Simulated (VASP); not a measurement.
# Ag (R-3m) in VASP: notebook

The runs below take Ag through single point, with r2SCAN.

Everything below comes from runs of VASP 6.6.1. Logs are shortened: lines on timing, memory, paths and dates and some standing lists are left out, and cuts for length are marked.

### Step 1. The cell of the first run

The structure is trigonal, space group R-3m (No. 166). Conventional cell: a = 3.903 Å, b = 3.903 Å, c = 10.169 Å, α = 90.00°, β = 90.00°, γ = 120.00°. Within 3.5 Å of Ag (site symmetry 3m) lie 6 Ag at 2.64 to 3.03 Å.

### Step 2. Single point, r2SCAN

The input, POSCAR:

```
Ag
1.0
    1.9517080000      3.3804530000      0.0000000000
   -1.9517080000      3.3804530000      0.0000000000
    0.0000000000     -2.2536350000      3.3895590000
Ag
2
Direct
    0.2340000000      0.2340000000      0.7020000000
    0.7660000000      0.7660000000      0.2980000000
```

The input, INCAR.step1:

```
SYSTEM = Ag
PREC = Accurate
ENCUT = 520
ISMEAR = 0
SIGMA = 0.0318
LREAL = .False.
LASPH = .True.
NELM = 60
NBANDS = 18
GGA = PE
ALGO = Normal
EDIFF = 1E-4
LWAVE = .True.
LCHARG = .False.
```

The input, INCAR.step2:

```
SYSTEM = Ag
PREC = Accurate
ENCUT = 520
EDIFF = 1E-7
ISMEAR = 0
SIGMA = 0.0318
LREAL = .False.
LASPH = .True.
NELM = 60
ALGO = Normal
ISIF = 2
LWAVE = .False.
LCHARG = .False.
METAGGA = R2SCAN
LMIXTAU = .True.
NBANDS = 18
ISTART = 1
```

The input, KPOINTS:

```
Automatic mesh
0
Gamma
  6 6 6
  0 0 0
```

Potentials or basis: VASP PAW PBE potentials, release 64 (Ag).

Launch:

```bash
cat potpaw_PBE.64/Ag/POTCAR > POTCAR
cp INCAR.step1 INCAR
mpirun -np 1 vasp_std > vasp.out
cp INCAR.step2 INCAR
mpirun -np 1 vasp_std > vasp.out
```

OUTCAR:

```text
SYSTEM = Ag
   PREC = Accurate
   ENCUT = 520
   EDIFF = 1E-7
   ISMEAR = 0
   LREAL = .False.
   LASPH = .True.
   NELM = 60
   ISIF = 2
   METAGGA = R2SCAN
   ISTART = 1

 ion  position               nearest neighbor table
   1  0.234  0.234  0.702-   2 2.64   2 2.64   2 2.64   2 3.03   2 3.03   2 3.03
   2  0.766  0.766  0.298-   1 2.64   1 2.64   1 2.64   1 3.03   1 3.03   1 3.03

  LATTYP: Found a trigonal (rhomboedric) cell.
 ALAT       =     4.0703799745
 COS(alpha) =     0.5401779702

  Lattice vectors:

 A1 = (   1.9517080000,   1.1268180000,   3.3895590000)
 A2 = (  -1.9517080000,   1.1268180000,   3.3895590000)
 A3 = (   0.0000000000,  -2.2536350000,   3.3895590000)

Analysis of symmetry for initial positions (statically):
=====================================================================
 Subroutine PRICEL returns:
 Original cell was already a primitive cell.

 Routine SETGRP: Setting up the symmetry group for a
 trigonal (rhombohedral) supercell.

 Subroutine GETGRP returns: Found 12 space group operations
 (whereof 12 operations were pure point group operations)
 out of a pool of 12 trial point group operations.

The static configuration has the point symmetry D_3d.

Analysis of symmetry for dynamics (positions and initial velocities):
=====================================================================
 Subroutine PRICEL returns:
 Original cell was already a primitive cell.

 Routine SETGRP: Setting up the symmetry group for a
 trigonal (rhombohedral) supercell.

 Subroutine GETGRP returns: Found 12 space group operations
 (whereof 12 operations were pure point group operations)
 out of a pool of 12 trial point group operations.

The dynamic configuration has the point symmetry D_3d.

 Subroutine INISYM returns: Found 12 space group operations
 (whereof 12 operations are pure point group operations),
 and found     1 'primitive' translations

----------------------------------------------------------------------------------------

                                     Primitive cell

  volume of cell :      44.7263

  direct lattice vectors                    reciprocal lattice vectors
     1.951708000  3.380453000  0.000000000     0.256185864  0.147909171  0.098341195
    -1.951708000  3.380453000  0.000000000    -0.256185864  0.147909171  0.098341195
     0.000000000 -2.253635000  3.389559000     0.000000000  0.000000000  0.295023630

  length of vectors
     3.903412174  3.903412174  4.070378475     0.311735963  0.311735963  0.295023630

  position of ions in fractional coordinates (direct lattice)
     0.234000000  0.234000000  0.702000000
     0.766000000  0.766000000  0.298000000

  ion indices of the primitive-cell ions
   primitive index   ion index
                 1           1
                 2           2

----------------------------------------------------------------------------------------

 KPOINTS: Automatic mesh

Automatic generation of k-mesh.
 Grid dimensions read from file:
 generate k-points for:    6    6    6

 Generating k-lattice:

  Cartesian coordinates                     Fractional coordinates (reciprocal lattice)
     0.042697644  0.024651528  0.016390199     0.166666667  0.000000000  0.000000000
    -0.042697644  0.024651528  0.016390199     0.000000000  0.166666667  0.000000000
     0.000000000  0.000000000  0.049170605     0.000000000  0.000000000  0.166666667

  Length of vectors
     0.051955994  0.051955994  0.049170605

  Shift w.r.t. Gamma in fractional coordinates (k-lattice)
     0.000000000  0.000000000  0.000000000

 Subroutine IBZKPT returns following result:
 ===========================================

 Found     32 irreducible k-points:

 Following reciprocal coordinates:
            Coordinates               Weight
  0.000000  0.000000  0.000000      1.000000
  0.166667 -0.000000  0.000000      6.000000
  0.333333 -0.000000  0.000000      6.000000
  0.500000 -0.000000  0.000000      3.000000
  0.166667  0.166667  0.000000      6.000000
  0.333333  0.166667  0.000000     12.000000
[... 16 lines left out ...]
  0.333333  0.333333  0.166667      6.000000
  0.500000  0.333333  0.166667     12.000000
 [... further k-points ...]
   k-points           NKPTS =     32   k-points in BZ     NKDIM =     32   number of bands    NBANDS=     18
   number of dos      NEDOS =    301   number of ions     NIONS =      2
   total plane-waves  NPLWV =  27000
   dimension x,y,z NGX =    30 NGY =   30 NGZ =   30
   dimension x,y,z NGXF=    60 NGYF=   60 NGZF=   60
   ions per type =               2
   NGX,Y,Z   is equivalent  to a cutoff of  12.78, 12.78, 12.25 a.u.
   NGXF,Y,Z  is equivalent  to a cutoff of  25.55, 25.55, 24.51 a.u.
 SYSTEM =  Ag
   PREC   = accura    normal or accurate (medium, high low for compatibility)
   ISTART =      1    job   : 0-new  1-cont  2-samecut
   ICHARG =      0    charge: 1-file 2-atom 10-const
   ISPIN  =      1    spin polarized calculation?
   LNONCOLLINEAR =      F non collinear calculations
   LSORBIT =      F    spin-orbit coupling
   LASPH  =      T    aspherical Exc in radial PAW
   ENCUT  =  520.0 eV  38.22 Ry    6.18 a.u.   7.26  7.26  7.57*2*pi/ulx,y,z
   NELM   =     60;   NELMIN=  2; NELMDL=  0     # of ELM steps
   EDIFF  = 0.1E-06   stopping-criterion for ELM
   LREAL  =      F    real-space projection
   EDIFFG = 0.1E-05   stopping-criterion for IOM
   NSW    =      0    number of steps for IOM
   IBRION =     -1    ionic relax: 0-MD 1-quasi-New 2-CG
   NFREE  =      0    steps in history (QN), initial steepest desc. (CG)
   ISIF   =      2    stress and relaxation
   ISYM   =      2    0-nonsym 1-usesym 2-fastsym
   POTIM  = 0.5000    time-step for ionic-motion
   TEBEG  =    0.0;   TEEND  =   0.0 temperature during run
   PSTRESS=    0.0 pullay stress
   NELECT =      22.0000    total number of electrons
   NUPDOWN=      -1.0000    fix difference up-down
   EMIN   =  10.00;   EMAX   =-10.00  energy-range for DOS
   EFERMI =   0.00;   METHOD = LEGACY
   ISMEAR =     0;   SIGMA  =   0.03  broadening in eV -4-tet -1-fermi 0-gaus
   EFERMI_NEDOS =   21; number of points for ismear=-14 and -15
   IALGO  =     38    algorithm
   IMIX   =      4    mixing-type and parameters
     AMIX     =   0.40;   BMIX     =  1.00
     AMIX_MAG =   1.60;   BMIX_MAG =  1.00
  volume/ion in A,a.u.               =      22.36       150.91
  Fermi-wavevector in a.u.,A,eV,Ry     =   1.292294  2.442082 22.722062  1.670024
  Thomas-Fermi vector in A             =   2.424011
   LORBIT       =      0    0 simple, 1 ext, 2 COOP (PROOUT), +10 PAW based schemes
   METAGGA = R2SCAN    functional components
   LHFCALC =     F    Hartree Fock is set to
   AEXX    =    0.0000 exact exchange contribution
   IVDW    =     0    specifies the selected vdW correction
   LEPSILON=     F    determine dielectric tensor
   LRPA    =     F    only Hartree local field effects (RPA)
 non-spin polarized calculation
 Gauss-broadening in eV      SIGMA  =   0.03
  energy-cutoff  :      520.00
  volume of cell :       44.73
 maximum number of plane-waves:      1219
 NGX is ok and might be reduce to    30
   NGX = 15   NGY = 15   NGZ = 15

 number of electron      22.0000000 magnetization

 Free energy of the ion-electron system (eV)
  ---------------------------------------------------
  ext. energy  EPLUGINS =         0.00000000
  ---------------------------------------------------
  free energy    TOTEN  =       -41.70805509 eV

  energy without entropy =      -41.70722778  energy(sigma->0) =      -41.70764143

 E-fermi :   5.2851     XC(G=0): -11.1065

 val. band max:        5.2844548499   @ k =   0.5000  -0.0000   0.1667
 cond. band min:       5.3587586199   @ k =  -0.3333   0.3333   0.1667
 fundamental gap:      0.0743037700
 Fermi energy:         5.2851271148

 k-point     1 :       0.0000    0.0000    0.0000
  band No.  band energies     occupation
      1      -0.9084      2.00000
      2      -0.6051      2.00000
      3      -0.6051      2.00000
      4      -0.1121      2.00000
      5      -0.1121      2.00000
      6      -0.0944      2.00000
[... 10 lines left out ...]
     17      19.0048      0.00000
     18      19.1870      0.00000

 k-point     2 :       0.1667   -0.0000    0.0000
  band No.  band energies     occupation
      1      -0.4998      2.00000
      2      -0.4684      2.00000
      3      -0.4493      2.00000
      4      -0.0606      2.00000
      5       0.0642      2.00000
      6       0.0791      2.00000
[... 10 lines left out ...]
     17      17.9899      0.00000
     18      18.0770      0.00000

 k-point     3 :       0.3333   -0.0000    0.0000
  band No.  band energies     occupation
      1      -0.1689      2.00000
      2      -0.0776      2.00000
      3       0.1314      2.00000
      4       0.4212      2.00000
      5       0.5025      2.00000
      6       0.6474      2.00000
[... 10 lines left out ...]
     17      16.4998      0.00000
     18      16.9404      0.00000

 k-point     4 :       0.5000   -0.0000    0.0000
  band No.  band energies     occupation
      1       0.2448      2.00000
      2       0.2823      2.00000
      3       0.3098      2.00000
      4       0.5599      2.00000
      5       0.7425      2.00000
      6       0.7744      2.00000
[... 375 lines left out ...]
      4       0.4752      2.00000
      5       0.7590      2.00000
      6       0.8591      2.00000
[... 10 lines left out ...]
     17      17.5513      0.00000
     18      21.1070      0.00000

 k-point    23 :       0.3333    0.3333    0.1667
  band No.  band energies     occupation
      1      -0.3820      2.00000
      2      -0.2489      2.00000
      3      -0.0342      2.00000
      4       0.4283      2.00000
      5       0.8964      2.00000
      6       0.9123      2.00000
[... 10 lines left out ...]
     17      21.8470      0.00000
     18      22.0981      0.00000

 k-point    24 :       0.5000    0.3333    0.1667
  band No.  band energies     occupation
      1      -0.3152      2.00000
      2      -0.1305      2.00000
      3      -0.0056      2.00000
      4       0.5299      2.00000
      5       0.5627      2.00000
      6       1.1839      2.00000
[... 10 lines left out ...]
     17      19.6780      0.00000
     18      20.8850      0.00000

 [... further k-points ...]
[... 5 lines left out ...]
  --------------------------------------------------------------------------------------
  -------------------------------------------------------------------------------------
  Total       -1.0697608     -1.0697580     -0.6130152      0.0000000     -0.0000001      0.0000000
  in kB      -38.3207785    -38.3206784    -21.9593217      0.0000000     -0.0000022      0.0000000
  external PRESSURE =     -32.8669262 kB  Pullay stress =       0.0000000 kB

 VOLUME and BASIS-vectors are now :
 -----------------------------------------------------------------------------
  energy-cutoff  :      520.00
  volume of cell :       44.73
      direct lattice vectors                 reciprocal lattice vectors
     1.951708000  3.380453000  0.000000000     0.256185864  0.147909171  0.098341195
    -1.951708000  3.380453000  0.000000000    -0.256185864  0.147909171  0.098341195
     0.000000000 -2.253635000  3.389559000     0.000000000  0.000000000  0.295023630

 POSITION                                       TOTAL-FORCE (eV/Angst)
 -----------------------------------------------------------------------------------
      0.00000      0.00000      2.37947         0.000000      0.000000      1.215477
      0.00000      4.50727      1.01009         0.000000     -0.000000     -1.215477
 -----------------------------------------------------------------------------------
    total drift:                                0.000000      0.000000     -0.000000

  FREE ENERGIE OF THE ION-ELECTRON SYSTEM (eV)
  ---------------------------------------------------
  free  energy   TOTEN  =       -41.7080550899 eV

  energy  without entropy=      -41.7072277777  energy(sigma->0) =      -41.70764143
```

Wall time 52 s (1 thread of Intel Xeon 6975P-C (Granite Rapids), shared host); peak memory 0.17 GiB.

What came out:

| Property | Result |
| --- | --- |
| Free energy | -41.7081 eV |
| Pressure | -3.3 GPa |
| Largest force | 1.215 eV/Å |
| Band gap on the k mesh | zero (band 11 reaches 5.84 eV, above the bottom of band 12 at 3.61 eV) |

Forces on the atoms (eV/Å):
```
Ag   0.000  0.000  1.215
Ag   0.000  0.000 -1.215
```

Levels at points of the mesh, in eV from the Fermi level:
```tsv
k point	band 7	band 8	band 9	band 10	band 11	band 12	band 13	band 14	band 15	band 16
(0.00, 0.00, 0.00)	-3.40	-3.22	-3.22	-2.54	-2.54	7.70	8.75	8.75	10.57	11.87
(0.50, 0.00, 0.00)	-4.27	-4.15	-3.64	-3.58	-1.26	-1.25	8.07	8.81	9.80	10.52
(0.50, 0.50, 0.00)	-3.98	-3.97	-3.21	-2.58	-0.36	1.15	3.69	4.24	6.57	9.27
(0.00, 0.00, 0.50)	-3.84	-3.84	-3.67	-3.67	-1.72	-1.67	9.85	9.85	10.44	10.44
```

Caveat: the PAW data sets were made with another functional, which shifts forces and pressure a little.

### Step 3. Single point, r2SCAN

POSCAR is that of step 2.

The input, INCAR.step1:

```
  PREC = Accurate
  ENCUT = 520
  ISMEAR = 0
  SIGMA = 0.0318
  LREAL = False
  LASPH = True
  NELM = 60
  NBANDS = 18
  GGA = PE
  ALGO = Normal
  EDIFF = 1E-4
  LWAVE = True
  LCHARG = False
```

The input, INCAR.step2:

```
  PREC = Accurate
  ENCUT = 520
  EDIFF = 1E-6
  ISMEAR = 0
  SIGMA = 0.0318
  LREAL = False
  LASPH = True
  NELM = 60
  ALGO = Normal
  ISIF = 2
  LWAVE = False
  LCHARG = True
  METAGGA = R2SCAN
  LMIXTAU = True
  LELF = True
  LVHAR = True
  NBANDS = 18
  ISTART = 1
```

The input, KPOINTS:

```
Automatic mesh
0
Gamma
  6 6 6
```

Potentials or basis: VASP PAW PBE potentials, release 64 (Ag).

Launch:

```bash
cat potpaw_PBE.64/Ag/POTCAR > POTCAR
cp INCAR.step1 INCAR
mpirun -np 1 vasp_std > vasp.out
cp INCAR.step2 INCAR
mpirun -np 1 vasp_std > vasp.out
```

Wall time 44 s (1 thread of Intel Xeon 6975P-C (Granite Rapids), shared host); peak memory 0.17 GiB.

Results (log left out):

```yaml
Free_energy: -41.7081 eV
Pressure: -3.3 GPa
Largest_force: 1.216 eV/Å
Band_gap_on_the_k_mesh: zero (band 11 reaches 5.84 eV, above the bottom of band 12 at 3.61 eV)
```

Forces on the atoms (eV/Å):
```
Ag   0.000  0.000  1.216
Ag   0.000  0.000 -1.216
```

Stress tensor (GPa, compression positive):
```
-3.84  0.00  0.00
 0.00 -3.84  0.00
 0.00  0.00 -2.20
```

Levels at points of the mesh, in eV from the Fermi level:
```csv
k point,band 7,band 8,band 9,band 10,band 11,band 12,band 13,band 14,band 15,band 16
"(0.00, 0.00, 0.00)",-3.40,-3.22,-3.22,-2.54,-2.54,7.70,8.75,8.75,10.57,11.87
"(0.50, 0.00, 0.00)",-4.27,-4.15,-3.64,-3.58,-1.26,-1.25,8.07,8.81,9.80,10.52
"(0.50, 0.50, 0.00)",-3.98,-3.97,-3.21,-2.58,-0.36,1.15,3.69,4.24,6.57,9.27
"(0.00, 0.00, 0.50)",-3.84,-3.84,-3.67,-3.67,-1.72,-1.67,9.85,9.85,10.44,10.44
```

Caveat: the PAW data sets were made with another functional, which shifts forces and pressure a little.
